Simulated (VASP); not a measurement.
# GaN (F-43m) in VASP: a series of runs

GaN is run at these levels: LDA; tasks: single point, relaxation of cell and atoms.

All numbers are computed with VASP 6.6.1; they aren't measurements. Logs are shortened: lines on timing, memory, paths and dates and some standing lists are left out, and cuts for length are marked.

## (1) The cell of the first run

Symmetry: F-43m, No. 216, cubic system. Conventional cell: a = 4.455 Å, b = 4.455 Å, c = 4.455 Å, α = 90.00°, β = 90.00°, γ = 90.00°. Ga (site symmetry -43m) has 4 N at 1.93 Å within 2.6 Å. N (site symmetry -43m) has 4 Ga at 1.93 Å within 2.6 Å.

## (2) Single point, LDA

Contents of INCAR:

```
SYSTEM = GaN
PREC = Accurate ; ENCUT = 520
EDIFF = 1E-7 ; ISMEAR = -1
SIGMA = 0.05 ; LREAL = .FALSE.
LASPH = .TRUE. ; NELM = 100
ALGO = Normal ; ISIF = 2
LWAVE = .FALSE. ; LCHARG = .FALSE.
NBANDS = 16
```

Contents of KPOINTS:

```
Automatic mesh
0
G
  16 16 16
  0 0 0
```

Contents of POSCAR:

```
GaN
1.0
    0.0000000000      2.2277052366      2.2277052366
    2.2277052366      0.0000000000      2.2277052366
    2.2277052366      2.2277052366      0.0000000000
Ga N
1 1
Direct
    0.0000000000      0.0000000000      0.0000000000
    0.2500000000      0.2500000000      0.2500000000
```

Potentials or basis: VASP PAW LDA potentials, release 64 (Ga_d, N).

On the command line:

```bash
cat potpaw_LDA.64/Ga_d/POTCAR potpaw_LDA.64/N/POTCAR > POTCAR
mpirun -np 1 vasp_std > vasp.out
```

OUTCAR:

```text
SYSTEM = GaN
   PREC = Accurate
   ENCUT = 520
   EDIFF = 1E-7
   ISMEAR = -1
   LREAL = .FALSE.
   LASPH = .TRUE.
   NELM = 100
   ISIF = 2

 ion  position               nearest neighbor table
   1  0.000  0.000  0.000-   2 1.93   2 1.93   2 1.93   2 1.93
   2  0.250  0.250  0.250-   1 1.93   1 1.93   1 1.93   1 1.93

  LATTYP: Found a face centered cubic cell.
 ALAT       =     4.4554104732

  Lattice vectors:

 A1 = (   0.0000000000,   2.2277052366,   2.2277052366)
 A2 = (   2.2277052366,   0.0000000000,   2.2277052366)
 A3 = (   2.2277052366,   2.2277052366,   0.0000000000)

Analysis of symmetry for initial positions (statically):
=====================================================================
 Subroutine PRICEL returns:
 Original cell was already a primitive cell.

 Routine SETGRP: Setting up the symmetry group for a
 face centered cubic supercell.

 Subroutine GETGRP returns: Found 24 space group operations
 (whereof 24 operations were pure point group operations)
 out of a pool of 48 trial point group operations.

The static configuration has the point symmetry T_d .

Analysis of symmetry for dynamics (positions and initial velocities):
=====================================================================
 Subroutine PRICEL returns:
 Original cell was already a primitive cell.

 Routine SETGRP: Setting up the symmetry group for a
 face centered cubic supercell.

 Subroutine GETGRP returns: Found 24 space group operations
 (whereof 24 operations were pure point group operations)
 out of a pool of 48 trial point group operations.

The dynamic configuration has the point symmetry T_d .

 Subroutine INISYM returns: Found 24 space group operations
 (whereof 24 operations are pure point group operations),
 and found     1 'primitive' translations

----------------------------------------------------------------------------------------

                                     Primitive cell

  volume of cell :      22.1107

  direct lattice vectors                    reciprocal lattice vectors
     0.000000000  2.227705237  2.227705237    -0.224446211  0.224446211  0.224446211
     2.227705237  0.000000000  2.227705237     0.224446211 -0.224446211  0.224446211
     2.227705237  2.227705237  0.000000000     0.224446211  0.224446211 -0.224446211

  length of vectors
     3.150450959  3.150450959  3.150450959     0.388752241  0.388752241  0.388752241

  position of ions in fractional coordinates (direct lattice)
     0.000000000  0.000000000  0.000000000
     0.250000000  0.250000000  0.250000000

  ion indices of the primitive-cell ions
   primitive index   ion index
                 1           1
                 2           2

----------------------------------------------------------------------------------------

 KPOINTS: Automatic mesh

Automatic generation of k-mesh.
 Grid dimensions read from file:
 generate k-points for:   16   16   16

 Generating k-lattice:

  Cartesian coordinates                     Fractional coordinates (reciprocal lattice)
    -0.014027888  0.014027888  0.014027888     0.062500000  0.000000000  0.000000000
     0.014027888 -0.014027888  0.014027888     0.000000000  0.062500000  0.000000000
     0.014027888  0.014027888 -0.014027888     0.000000000  0.000000000  0.062500000

  Length of vectors
     0.024297015  0.024297015  0.024297015

  Shift w.r.t. Gamma in fractional coordinates (k-lattice)
     0.000000000  0.000000000  0.000000000

 Subroutine IBZKPT returns following result:
 ===========================================

 Found    145 irreducible k-points:

 Following reciprocal coordinates:
            Coordinates               Weight
  0.000000  0.000000  0.000000      1.000000
  0.062500  0.000000  0.000000      8.000000
  0.125000  0.000000  0.000000      8.000000
  0.187500  0.000000  0.000000      8.000000
  0.250000  0.000000  0.000000      8.000000
  0.312500  0.000000  0.000000      8.000000
[... 16 lines left out ...]
 -0.125000  0.062500  0.000000     24.000000
 -0.062500  0.062500  0.000000     12.000000
 [... further k-points ...]
   k-points           NKPTS =    145   k-points in BZ     NKDIM =    145   number of bands    NBANDS=     16
   number of dos      NEDOS =    301   number of ions     NIONS =      2
   total plane-waves  NPLWV =  13824
   dimension x,y,z NGX =    24 NGY =   24 NGZ =   24
   dimension x,y,z NGXF=    48 NGYF=   48 NGZF=   48
   ions per type =               1   1
   NGX,Y,Z   is equivalent  to a cutoff of  12.66, 12.66, 12.66 a.u.
   NGXF,Y,Z  is equivalent  to a cutoff of  25.33, 25.33, 25.33 a.u.
 SYSTEM =  GaN
   PREC   = accura    normal or accurate (medium, high low for compatibility)
   ISTART =      0    job   : 0-new  1-cont  2-samecut
   ICHARG =      2    charge: 1-file 2-atom 10-const
   ISPIN  =      1    spin polarized calculation?
   LNONCOLLINEAR =      F non collinear calculations
   LSORBIT =      F    spin-orbit coupling
   LASPH  =      T    aspherical Exc in radial PAW
   ENCUT  =  520.0 eV  38.22 Ry    6.18 a.u.   5.86  5.86  5.86*2*pi/ulx,y,z
   NELM   =    100;   NELMIN=  2; NELMDL= -5     # of ELM steps
   EDIFF  = 0.1E-06   stopping-criterion for ELM
   LREAL  =      F    real-space projection
   EDIFFG = 0.1E-05   stopping-criterion for IOM
   NSW    =      0    number of steps for IOM
   IBRION =     -1    ionic relax: 0-MD 1-quasi-New 2-CG
   NFREE  =      0    steps in history (QN), initial steepest desc. (CG)
   ISIF   =      2    stress and relaxation
   ISYM   =      2    0-nonsym 1-usesym 2-fastsym
   POTIM  = 0.5000    time-step for ionic-motion
   TEBEG  =    0.0;   TEEND  =   0.0 temperature during run
   PSTRESS=    0.0 pullay stress
   NELECT =      18.0000    total number of electrons
   NUPDOWN=      -1.0000    fix difference up-down
   EMIN   =  10.00;   EMAX   =-10.00  energy-range for DOS
   EFERMI =   0.00;   METHOD = LEGACY
   ISMEAR =    -1;   SIGMA  =   0.05  broadening in eV -4-tet -1-fermi 0-gaus
   EFERMI_NEDOS =   21; number of points for ismear=-14 and -15
   IALGO  =     38    algorithm
   IMIX   =      4    mixing-type and parameters
     AMIX     =   0.40;   BMIX     =  1.00
     AMIX_MAG =   1.60;   BMIX_MAG =  1.00
  volume/ion in A,a.u.               =      11.06        74.61
  Fermi-wavevector in a.u.,A,eV,Ry     =   1.528614  2.888662 31.792216  2.336662
  Thomas-Fermi vector in A             =   2.636349
   LORBIT       =      0    0 simple, 1 ext, 2 COOP (PROOUT), +10 PAW based schemes
   GGA     = CA    functional components
   LHFCALC =     F    Hartree Fock is set to
   AEXX    =    0.0000 exact exchange contribution
   IVDW    =     0    specifies the selected vdW correction
   LEPSILON=     F    determine dielectric tensor
   LRPA    =     F    only Hartree local field effects (RPA)
 non-spin polarized calculation
  energy-cutoff  :      520.00
  volume of cell :       22.11
 maximum number of plane-waves:       609
   NGX = 11   NGY = 11   NGZ = 11

 number of electron      18.0000015 magnetization

 Free energy of the ion-electron system (eV)
  ---------------------------------------------------
  ext. energy  EPLUGINS =         0.00000000
  ---------------------------------------------------
  free energy    TOTEN  =       -13.94385244 eV

  energy without entropy =      -13.94385244  energy(sigma->0) =      -13.94385244

 E-fermi :   6.3590     XC(G=0): -12.3037

 val. band max:        5.4190893522   @ k =   0.0000   0.0000   0.0000
 cond. band min:       7.3911578892   @ k =   0.0000   0.0000   0.0000
 fundamental gap:      1.9720685370
 Fermi energy:         6.3589732991

 k-point     1 :       0.0000    0.0000    0.0000
  band No.  band energies     occupation
      1     -10.6886      2.00000
      2      -8.1712      2.00000
      3      -8.1712      2.00000
      4      -8.1712      2.00000
      5      -7.8169      2.00000
      6      -7.8169      2.00000
[... 8 lines left out ...]
     15      24.3618      0.00000
     16      24.3618      0.00000

 k-point     2 :       0.0625    0.0000    0.0000
  band No.  band energies     occupation
      1     -10.6406      2.00000
      2      -8.1651      2.00000
      3      -8.1651      2.00000
      4      -8.1574      2.00000
      5      -7.8177      2.00000
      6      -7.8177      2.00000
[... 8 lines left out ...]
     15      23.6185      0.00000
     16      23.6185      0.00000

 k-point     3 :       0.1250    0.0000    0.0000
  band No.  band energies     occupation
      1     -10.5055      2.00000
      2      -8.1485      2.00000
      3      -8.1485      2.00000
      4      -8.1081      2.00000
      5      -7.8189      2.00000
      6      -7.8189      2.00000
[... 8 lines left out ...]
     15      22.7814      0.00000
     16      22.7814      0.00000

 k-point     4 :       0.1875    0.0000    0.0000
  band No.  band energies     occupation
      1     -10.3098      2.00000
      2      -8.1260      2.00000
      3      -8.1260      2.00000
      4      -7.9994      2.00000
      5      -7.8180      2.00000
      6      -7.8180      2.00000
[... 8 lines left out ...]
     15      22.3346      0.00000
     16      22.3346      0.00000

 k-point     5 :       0.2500    0.0000    0.0000
  band No.  band energies     occupation
      1     -10.0975      2.00000
      2      -8.1040      2.00000
      3      -8.1040      2.00000
      4      -7.8120      2.00000
      5      -7.8120      2.00000
      6      -7.7947      2.00000
[... 8 lines left out ...]
     15      22.3986      0.00000
     16      22.3986      0.00000

 k-point     6 :       0.3125    0.0000    0.0000
  band No.  band energies     occupation
      1      -9.9175      2.00000
      2      -8.0879      2.00000
      3      -8.0879      2.00000
      4      -7.7995      2.00000
      5      -7.7995      2.00000
      6      -7.4664      2.00000
[... 8 lines left out ...]
     15      22.9591      0.00000
     16      22.9591      0.00000

 k-point     7 :       0.3750    0.0000    0.0000
  band No.  band energies     occupation
      1      -9.7966      2.00000
      2      -8.0792      2.00000
      3      -8.0792      2.00000
      4      -7.7835      2.00000
      5      -7.7835      2.00000
      6      -7.0373      2.00000
[... 8 lines left out ...]
     15      23.8594      0.00000
     16      23.8594      0.00000

 k-point     8 :       0.4375    0.0000    0.0000
  band No.  band energies     occupation
      1      -9.7327      2.00000
      2      -8.0758      2.00000
      3      -8.0758      2.00000
      4      -7.7701      2.00000
      5      -7.7701      2.00000
      6      -6.6231      2.00000
[... 8 lines left out ...]
     15      24.8168      0.00000
     16      24.8168      0.00000

 k-point     9 :       0.5000    0.0000    0.0000
  band No.  band energies     occupation
      1      -9.7133      2.00000
      2      -8.0751      2.00000
      3      -8.0751      2.00000
      4      -7.7649      2.00000
      5      -7.7649      2.00000
      6      -6.4380      2.00000
[... 8 lines left out ...]
     15      25.2911      0.00000
     16      25.2911      0.00000
[... 172 lines left out ...]
 k-point    19 :      -0.3750    0.0625    0.0000
  band No.  band energies     occupation
      1      -9.7557      2.00000
      2      -8.0750      2.00000
      3      -8.0708      2.00000
      4      -7.7897      2.00000
      5      -7.7791      2.00000
      6      -6.8509      2.00000
[... 8 lines left out ...]
     15      23.4965      0.00000
     16      24.8058      0.00000

 k-point    20 :      -0.3125    0.0625    0.0000
  band No.  band energies     occupation
      1      -9.8525      2.00000
      2      -8.0797      2.00000
      3      -8.0792      2.00000
      4      -7.8088      2.00000
      5      -7.7935      2.00000
      6      -7.2906      2.00000
[... 8 lines left out ...]
     15      22.4196      0.00000
     16      24.1661      0.00000

 k-point    21 :      -0.2500    0.0625    0.0000
  band No.  band energies     occupation
      1     -10.0081      2.00000
      2      -8.0949      2.00000
      3      -8.0909      2.00000
      4      -7.8232      2.00000
      5      -7.8171      2.00000
      6      -7.6516      2.00000
[... 8 lines left out ...]
     15      21.6665      0.00000
     16      23.7077      0.00000

 k-point    22 :      -0.1875    0.0625    0.0000
  band No.  band energies     occupation
      1     -10.2075      2.00000
      2      -8.1170      2.00000
      3      -8.1093      2.00000
      4      -7.9338      2.00000
      5      -7.8291      2.00000
      6      -7.7944      2.00000
[... 8 lines left out ...]
     15      21.7699      0.00000
     16      23.7248      0.00000

 k-point    23 :      -0.1250    0.0625    0.0000
  band No.  band energies     occupation
      1     -10.4085      2.00000
      2      -8.1402      2.00000
      3      -8.1313      2.00000
      4      -8.0663      2.00000
      5      -7.8279      2.00000
      6      -7.8092      2.00000
[... 8 lines left out ...]
     15      22.0704      0.00000
     16      24.1026      0.00000

 k-point    24 :      -0.0625    0.0625    0.0000
  band No.  band energies     occupation
      1     -10.5638      2.00000
      2      -8.1579      2.00000
      3      -8.1514      2.00000
      4      -8.1337      2.00000
      5      -7.8229      2.00000
      6      -7.8140      2.00000
[... 8 lines left out ...]
     15      22.6670      0.00000
     16      24.1561      0.00000

 [... further k-points ...]

------------------------ aborting loop because EDIFF is reached ----------------------------------------

  FORCE on cell =-STRESS in cart. coord.  units (eV):
  Direction    XX          YY          ZZ          XY          YZ          ZX
  --------------------------------------------------------------------------------------
  -------------------------------------------------------------------------------------
  Total        0.1535312      0.1535312      0.1535312     -0.0000000     -0.0000000     -0.0000000
  in kB       11.1251030     11.1251030     11.1251030     -0.0000000     -0.0000000     -0.0000000
  external PRESSURE =      11.1251030 kB  Pullay stress =       0.0000000 kB

 VOLUME and BASIS-vectors are now :
 -----------------------------------------------------------------------------
  energy-cutoff  :      520.00
  volume of cell :       22.11
      direct lattice vectors                 reciprocal lattice vectors
     0.000000000  2.227705237  2.227705237    -0.224446211  0.224446211  0.224446211
     2.227705237  0.000000000  2.227705237     0.224446211 -0.224446211  0.224446211
     2.227705237  2.227705237  0.000000000     0.224446211  0.224446211 -0.224446211

 POSITION                                       TOTAL-FORCE (eV/Angst)
 -----------------------------------------------------------------------------------
      0.00000      0.00000      0.00000        -0.000000     -0.000000     -0.000000
      1.11385      1.11385      1.11385         0.000000      0.000000      0.000000
 -----------------------------------------------------------------------------------
    total drift:                                0.000002      0.000002      0.000002

  FREE ENERGIE OF THE ION-ELECTRON SYSTEM (eV)
  ---------------------------------------------------
  free  energy   TOTEN  =       -13.9438524407 eV

  energy  without entropy=      -13.9438524406  energy(sigma->0) =      -13.94385244
```

It took 16 s on 1 thread of Intel Xeon 6975P-C (Granite Rapids), shared host; peak memory 0.16 GiB.

Results:

```
Free energy            : -13.9439 eV
Pressure               : 1.1 GPa
Band gap on the k mesh : 1.97 eV, direct
```

Levels at points of the mesh, in eV from the valence-band top:
| k point | band 6 | band 7 | band 8 | band 9 | band 10 | band 11 | band 12 | band 13 |
| --- | --- | --- | --- | --- | --- | --- | --- | --- |
| (0.00, 0.00, 0.00) | -13.24 | 0.00 | 0.00 | 0.00 | 1.97 | 10.33 | 10.33 | 10.33 |
| (0.50, 0.00, 0.00) | -11.86 | -7.35 | -1.02 | -1.02 | 4.78 | 8.77 | 10.38 | 10.38 |
| (0.50, 0.50, 0.00) | -11.38 | -6.35 | -2.86 | -2.86 | 3.26 | 6.69 | 11.75 | 14.12 |

A k mesh can miss the band edges.

(Continued in part 2 of 2.)
